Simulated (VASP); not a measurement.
# WS2: single point with PBEsol

The system is WS2, a slab with vacuum.

```
W S
1.0
     3.14607    0.00000    0.00000
    -1.57303    2.72457    0.00000
     0.00000    0.00000   23.57096
W S
2 4
Direct
  0.33333 0.66667 0.63457
  0.66667 0.33333 0.36543
  0.33333 0.66667 0.29897
  0.66667 0.33333 0.56805
  0.33333 0.66667 0.43195
  0.66667 0.33333 0.70103
```

```
Program             : VASP 6.6.1
Task                : single point
Functional          : PBEsol
Potentials or basis : VASP PAW PBE potentials, release 64 (W_sv, S)
Cutoff              : 520 eV
k mesh              : 12 × 12 × 2
Occupations         : gaussian, width 0.05 eV
Spin                : no spin polarisation
```

| Item | Value |
| --- | --- |
| Largest force | 0.019 eV/Å |
| Band gap on the k mesh | 1.54 eV (least direct gap 1.91 eV) |

Forces on the atoms (eV/Å):
```
W    0.000  0.000  0.001
W    0.000  0.000 -0.001
S    0.000  0.000 -0.019
S    0.000  0.000 -0.019
S    0.000  0.000  0.019
S    0.000  0.000  0.019
```

Levels at points of the mesh, in eV from the valence-band top:
```
           k point  band 24  band 25  band 26  band 27  band 28  band 29
(0.00, 0.00, 0.00)    -1.84    -0.61     0.00     2.70     2.70     2.71
(0.50, 0.00, 0.00)    -1.44    -1.29    -1.23     2.72     2.73     3.07
(0.00, 0.00, 0.50)    -1.84    -0.61     0.00     2.70     2.70     2.71
(0.50, 0.00, 0.50)    -1.44    -1.29    -1.23     2.72     2.73     3.07
```

Run time: 2.4 min on 1 thread of Intel(R) Xeon(R) 6975P-C (Granite Rapids), on a shared host, peak memory 0.43 GiB.

Caveat: there is no dipole correction, which matters where the two faces differ; the PAW data sets were made with another functional, which shifts forces and pressure a little; spin-orbit coupling is left out, which moves the levels of the heavy elements.
